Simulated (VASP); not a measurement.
# WSe4 (Pm-3m) in VASP: notebook

WSe4 is run at these levels: PBE; tasks: single point.

Everything below comes from runs of VASP 6.6.1. Logs are shortened: lines on timing, memory, paths and dates and some standing lists are left out, and cuts for length are marked.

### 1 The cell of the first run

The structure is cubic, space group Pm-3m (No. 221). Conventional cell: a = 4.911 Å, b = 4.911 Å, c = 4.911 Å, α = 90.00°, β = 90.00°, γ = 90.00°. Within 3.2 Å of W (site symmetry m-3m) lie 6 Se at 2.46 Å. Within 3.2 Å of Se (site symmetry 4/mmm) lie 2 W at 2.46 Å. Se (site symmetry m-3m) has 12 Se at 3.47 Å and 8 W at 4.25 Å within 4.6 Å.

### 2 Single point, PBE

File INCAR:

```
SYSTEM = WSe4
  PREC = Accurate
  ENCUT = 520
  EDIFF = 1E-7
  ISMEAR = 0
  SIGMA = 0.1
  LREAL = .False.
  LASPH = .True.
  NELM = 60
  ALGO = Normal
  ISIF = 2
  LWAVE = .False.
  LCHARG = .True.
  GGA = PE
  LELF = .True.
  LVHAR = .True.
  NBANDS = 27
```

File KPOINTS:

```
regular mesh
0
Gamma
  4 4 4
  0 0 0
```

File POSCAR:

```
WSe4
1.0
    4.9105174648      0.0000000000      0.0000000000
    0.0000000000      4.9105174648      0.0000000000
    0.0000000000      0.0000000000      4.9105174648
W Se
1 4
Direct
    0.0000000000      0.0000000000      0.0000000000
    0.5000000000      0.0000000000      0.0000000000
    0.0000000000      0.5000000000      0.0000000000
    0.0000000000      0.0000000000      0.5000000000
    0.5000000000      0.5000000000      0.5000000000
```

Potentials or basis: VASP PAW PBE potentials, release 64 (W_sv, Se).

Started as:

```
cat potpaw_PBE.64/W_sv/POTCAR potpaw_PBE.64/Se/POTCAR > POTCAR
mpirun -np 1 vasp_std > vasp.out
```

OUTCAR:

```text
SYSTEM = WSe4
   PREC = Accurate
   ENCUT = 520
   EDIFF = 1E-7
   ISMEAR = 0
   LREAL = .False.
   LASPH = .True.
   NELM = 60
   ISIF = 2
   GGA = PE

 ion  position               nearest neighbor table
   1  0.000  0.000  0.000-   2 2.46   3 2.46   4 2.46   4 2.46   3 2.46   2 2.46
   2  0.500  0.000  0.000-   1 2.46   1 2.46
   3  0.000  0.500  0.000-   1 2.46   1 2.46
   4  0.000  0.000  0.500-   1 2.46   1 2.46
   5  0.500  0.500  0.500-

  LATTYP: Found a simple cubic cell.
 ALAT       =     4.9105174648

  Lattice vectors:

 A1 = (   4.9105174648,   0.0000000000,   0.0000000000)
 A2 = (   0.0000000000,   4.9105174648,   0.0000000000)
 A3 = (   0.0000000000,   0.0000000000,   4.9105174648)

Analysis of symmetry for initial positions (statically):
=====================================================================
 Subroutine PRICEL returns:
 Original cell was already a primitive cell.

 Routine SETGRP: Setting up the symmetry group for a
 simple cubic supercell.

 Subroutine GETGRP returns: Found 48 space group operations
 (whereof 48 operations were pure point group operations)
 out of a pool of 48 trial point group operations.

The static configuration has the point symmetry O_h .

Analysis of symmetry for dynamics (positions and initial velocities):
=====================================================================
 Subroutine PRICEL returns:
 Original cell was already a primitive cell.

 Routine SETGRP: Setting up the symmetry group for a
 simple cubic supercell.

 Subroutine GETGRP returns: Found 48 space group operations
 (whereof 48 operations were pure point group operations)
 out of a pool of 48 trial point group operations.

The dynamic configuration has the point symmetry O_h .

 Subroutine INISYM returns: Found 48 space group operations
 (whereof 48 operations are pure point group operations),
 and found     1 'primitive' translations

----------------------------------------------------------------------------------------

                                     Primitive cell

  volume of cell :     118.4082

  direct lattice vectors                    reciprocal lattice vectors
     4.910517465  0.000000000  0.000000000     0.203644526  0.000000000  0.000000000
     0.000000000  4.910517465  0.000000000     0.000000000  0.203644526  0.000000000
     0.000000000  0.000000000  4.910517465     0.000000000  0.000000000  0.203644526

  length of vectors
     4.910517465  4.910517465  4.910517465     0.203644526  0.203644526  0.203644526

  position of ions in fractional coordinates (direct lattice)
     0.000000000  0.000000000  0.000000000
     0.500000000  0.000000000  0.000000000
     0.000000000  0.500000000  0.000000000
     0.000000000  0.000000000  0.500000000
     0.500000000  0.500000000  0.500000000

  ion indices of the primitive-cell ions
   primitive index   ion index
                 1           1
                 2           2
                 3           3
                 4           4
                 5           5

----------------------------------------------------------------------------------------

 KPOINTS: regular mesh

Automatic generation of k-mesh.
 Grid dimensions read from file:
 generate k-points for:    4    4    4

 Generating k-lattice:

  Cartesian coordinates                     Fractional coordinates (reciprocal lattice)
     0.050911131  0.000000000  0.000000000     0.250000000  0.000000000  0.000000000
     0.000000000  0.050911131  0.000000000     0.000000000  0.250000000  0.000000000
     0.000000000  0.000000000  0.050911131     0.000000000  0.000000000  0.250000000

  Length of vectors
     0.050911131  0.050911131  0.050911131

  Shift w.r.t. Gamma in fractional coordinates (k-lattice)
     0.000000000  0.000000000  0.000000000

 Subroutine IBZKPT returns following result:
 ===========================================

 Found     10 irreducible k-points:

 Following reciprocal coordinates:
            Coordinates               Weight
  0.000000  0.000000  0.000000      1.000000
  0.250000  0.000000  0.000000      6.000000
  0.500000  0.000000  0.000000      3.000000
  0.250000  0.250000  0.000000     12.000000
  0.500000  0.250000  0.000000     12.000000
  0.500000  0.500000  0.000000      3.000000
  0.250000  0.250000  0.250000      8.000000
  0.500000  0.250000  0.250000     12.000000
  0.500000  0.500000  0.250000      6.000000
  0.500000  0.500000  0.500000      1.000000
   k-points           NKPTS =     10   k-points in BZ     NKDIM =     10   number of bands    NBANDS=     27
   number of dos      NEDOS =    301   number of ions     NIONS =      5
   total plane-waves  NPLWV =  64000
   dimension x,y,z NGX =    40 NGY =   40 NGZ =   40
   dimension x,y,z NGXF=    80 NGYF=   80 NGZF=   80
   ions per type =               1   4
   NGX,Y,Z   is equivalent  to a cutoff of  13.54, 13.54, 13.54 a.u.
   NGXF,Y,Z  is equivalent  to a cutoff of  27.08, 27.08, 27.08 a.u.
 SYSTEM =  WSe4
   PREC   = accura    normal or accurate (medium, high low for compatibility)
   ISTART =      0    job   : 0-new  1-cont  2-samecut
   ICHARG =      2    charge: 1-file 2-atom 10-const
   ISPIN  =      1    spin polarized calculation?
   LNONCOLLINEAR =      F non collinear calculations
   LSORBIT =      F    spin-orbit coupling
   LASPH  =      T    aspherical Exc in radial PAW
   ENCUT  =  520.0 eV  38.22 Ry    6.18 a.u.   9.13  9.13  9.13*2*pi/ulx,y,z
   NELM   =     60;   NELMIN=  2; NELMDL= -5     # of ELM steps
   EDIFF  = 0.1E-06   stopping-criterion for ELM
   LREAL  =      F    real-space projection
   EDIFFG = 0.1E-05   stopping-criterion for IOM
   NSW    =      0    number of steps for IOM
   IBRION =     -1    ionic relax: 0-MD 1-quasi-New 2-CG
   NFREE  =      0    steps in history (QN), initial steepest desc. (CG)
   ISIF   =      2    stress and relaxation
   ISYM   =      2    0-nonsym 1-usesym 2-fastsym
   POTIM  = 0.5000    time-step for ionic-motion
   TEBEG  =    0.0;   TEEND  =   0.0 temperature during run
   PSTRESS=    0.0 pullay stress
   NELECT =      38.0000    total number of electrons
   NUPDOWN=      -1.0000    fix difference up-down
   EMIN   =  10.00;   EMAX   =-10.00  energy-range for DOS
   EFERMI =   0.00;   METHOD = LEGACY
   ISMEAR =     0;   SIGMA  =   0.10  broadening in eV -4-tet -1-fermi 0-gaus
   EFERMI_NEDOS =   21; number of points for ismear=-14 and -15
   IALGO  =     38    algorithm
   IMIX   =      4    mixing-type and parameters
     AMIX     =   0.40;   BMIX     =  1.00
     AMIX_MAG =   1.60;   BMIX_MAG =  1.00
  volume/ion in A,a.u.               =      23.68       159.81
  Fermi-wavevector in a.u.,A,eV,Ry     =   1.120836  2.118073 17.092639  1.256274
  Thomas-Fermi vector in A             =   2.257485
   LORBIT       =      0    0 simple, 1 ext, 2 COOP (PROOUT), +10 PAW based schemes
   GGA     = PE    functional components
   LHFCALC =     F    Hartree Fock is set to
   AEXX    =    0.0000 exact exchange contribution
   IVDW    =     0    specifies the selected vdW correction
   LEPSILON=     F    determine dielectric tensor
   LRPA    =     F    only Hartree local field effects (RPA)
 non-spin polarized calculation
 Gauss-broadening in eV      SIGMA  =   0.10
  energy-cutoff  :      520.00
  volume of cell :      118.41
 maximum number of plane-waves:      3218
 NGX is ok and might be reduce to    40
   NGX = 19   NGY = 19   NGZ = 19

 number of electron      38.0000010 magnetization

 Free energy of the ion-electron system (eV)
  ---------------------------------------------------
  ext. energy  EPLUGINS =         0.00000000
  ---------------------------------------------------
  free energy    TOTEN  =       -24.73022273 eV

  energy without entropy =      -24.70605181  energy(sigma->0) =      -24.71813727

 E-fermi :   4.0000     XC(G=0):  -9.9291

 val. band max:        3.9857947678   @ k =   0.5000   0.2500   0.0000
 cond. band min:       4.1134148670   @ k =   0.5000   0.2500   0.2500
 fundamental gap:      0.1276200992
 Fermi energy:         3.9999862454

 k-point     1 :       0.0000    0.0000    0.0000
  band No.  band energies     occupation
      1     -70.7679      2.00000
      2     -35.0145      2.00000
      3     -35.0145      2.00000
      4     -35.0145      2.00000
      5     -10.5609      2.00000
      6      -8.9000      2.00000
[... 19 lines left out ...]
     26       7.2823      0.00000
     27       9.4775      0.00000

 k-point     2 :       0.2500    0.0000    0.0000
  band No.  band energies     occupation
      1     -70.7680      2.00000
      2     -35.0150      2.00000
      3     -35.0143      2.00000
      4     -35.0143      2.00000
      5     -10.3165      2.00000
      6      -8.9261      2.00000
[... 19 lines left out ...]
     26       9.2380      0.00000
     27      10.5016      0.00000

 k-point     3 :       0.5000    0.0000    0.0000
  band No.  band energies     occupation
      1     -70.7680      2.00000
      2     -35.0154      2.00000
      3     -35.0142      2.00000
      4     -35.0142      2.00000
      5      -9.9833      2.00000
      6      -9.0710      2.00000
[... 19 lines left out ...]
     26      11.6402      0.00000
     27      11.9917      0.00000

 k-point     4 :       0.2500    0.2500    0.0000
  band No.  band energies     occupation
      1     -70.7680      2.00000
      2     -35.0148      2.00000
      3     -35.0148      2.00000
      4     -35.0142      2.00000
      5     -10.0697      2.00000
      6      -8.8976      2.00000
[... 19 lines left out ...]
     26       9.9543      0.00000
     27      11.0694      0.00000

 k-point     5 :       0.5000    0.2500    0.0000
  band No.  band energies     occupation
      1     -70.7681      2.00000
      2     -35.0153      2.00000
      3     -35.0147      2.00000
      4     -35.0141      2.00000
      5      -9.7400      2.00000
      6      -8.9706      2.00000
[... 19 lines left out ...]
     26      12.2333      0.00000
     27      12.2522      0.00000

 k-point     6 :       0.5000    0.5000    0.0000
  band No.  band energies     occupation
      1     -70.7681      2.00000
      2     -35.0152      2.00000
      3     -35.0152      2.00000
      4     -35.0139      2.00000
      5      -9.4580      2.00000
      6      -8.8498      2.00000
[... 19 lines left out ...]
     26      11.3353      0.00000
     27      11.7854      0.00000

 k-point     7 :       0.2500    0.2500    0.2500
  band No.  band energies     occupation
      1     -70.7681      2.00000
      2     -35.0147      2.00000
      3     -35.0147      2.00000
      4     -35.0147      2.00000
      5      -9.8142      2.00000
      6      -8.8593      2.00000
[... 19 lines left out ...]
     26      10.1833      0.00000
     27      11.5044      0.00000

 k-point     8 :       0.5000    0.2500    0.2500
  band No.  band energies     occupation
      1     -70.7681      2.00000
      2     -35.0152      2.00000
      3     -35.0146      2.00000
      4     -35.0146      2.00000
      5      -9.4728      2.00000
      6      -8.8999      2.00000
[... 19 lines left out ...]
     26      11.8557      0.00000
     27      12.1124      0.00000

 k-point     9 :       0.5000    0.5000    0.2500
  band No.  band energies     occupation
      1     -70.7682      2.00000
      2     -35.0151      2.00000
      3     -35.0151      2.00000
      4     -35.0144      2.00000
      5      -9.1563      2.00000
      6      -8.8210      2.00000
[... 19 lines left out ...]
     26      10.9567      0.00000
     27      11.3583      0.00000

 k-point    10 :       0.5000    0.5000    0.5000
  band No.  band energies     occupation
      1     -70.7682      2.00000
      2     -35.0149      2.00000
      3     -35.0149      2.00000
      4     -35.0149      2.00000
      5      -8.7914      2.00000
      6      -8.7914      2.00000
[... 19 lines left out ...]
     26       9.9318      0.00000
     27      10.7731      0.00000

------------------------ aborting loop because EDIFF is reached ----------------------------------------

  FORCE on cell =-STRESS in cart. coord.  units (eV):
  Direction    XX          YY          ZZ          XY          YZ          ZX
  --------------------------------------------------------------------------------------
  -------------------------------------------------------------------------------------
  Total       -0.2011710     -0.2011710     -0.2011710     -0.0000000     -0.0000000      0.0000000
  in kB       -2.7220385     -2.7220385     -2.7220385     -0.0000000     -0.0000000      0.0000000
  external PRESSURE =      -2.7220385 kB  Pullay stress =       0.0000000 kB

 VOLUME and BASIS-vectors are now :
 -----------------------------------------------------------------------------
  energy-cutoff  :      520.00
  volume of cell :      118.41
      direct lattice vectors                 reciprocal lattice vectors
     4.910517465  0.000000000  0.000000000     0.203644526  0.000000000  0.000000000
     0.000000000  4.910517465  0.000000000     0.000000000  0.203644526  0.000000000
     0.000000000  0.000000000  4.910517465     0.000000000  0.000000000  0.203644526

 POSITION                                       TOTAL-FORCE (eV/Angst)
 -----------------------------------------------------------------------------------
      0.00000      0.00000      0.00000         0.000000      0.000000      0.000000
      2.45526      0.00000      0.00000         0.000000      0.000000      0.000000
      0.00000      2.45526      0.00000         0.000000      0.000000      0.000000
      0.00000      0.00000      2.45526         0.000000      0.000000      0.000000
      2.45526      2.45526      2.45526         0.000000      0.000000      0.000000
 -----------------------------------------------------------------------------------
    total drift:                               -0.000000      0.000000     -0.000000

  FREE ENERGIE OF THE ION-ELECTRON SYSTEM (eV)
  ---------------------------------------------------
  free  energy   TOTEN  =       -24.7302227314 eV

  energy  without entropy=      -24.7060518142  energy(sigma->0) =      -24.71813727
```

Wall time 22 s (1 thread of Intel Xeon Platinum 8559C (Emerald Rapids), shared host); peak memory 0.24 GiB.

Results:

- Free energy: -24.7302 eV
- Pressure: -0.3 GPa
- Band gap on the k mesh: zero (band 19 reaches 4.67 eV, above the bottom of band 20 at 2.72 eV)

Levels at points of the mesh, in eV from the Fermi level:
```
           k point  band 15  band 16  band 17  band 18  band 19  band 20  band 21  band 22  band 23  band 24
(0.00, 0.00, 0.00)    -1.36    -1.36    -1.36    -1.28    -1.28    -1.28     0.88     0.88     1.05     1.05
(0.50, 0.00, 0.00)    -1.83    -1.33    -1.08    -0.83    -0.83    -0.41    -0.41     0.91     1.84     1.84
(0.50, 0.50, 0.00)    -3.07    -3.07    -1.04     0.24     0.67     0.67     1.41     1.58     1.58     1.78
(0.50, 0.50, 0.50)    -0.33    -0.33    -0.33     0.28     0.28     0.28     2.72     2.72     2.72     5.93
```

Caveat: spin-orbit coupling is left out, which moves the levels of the heavy elements.

[end of part 1 of 2]
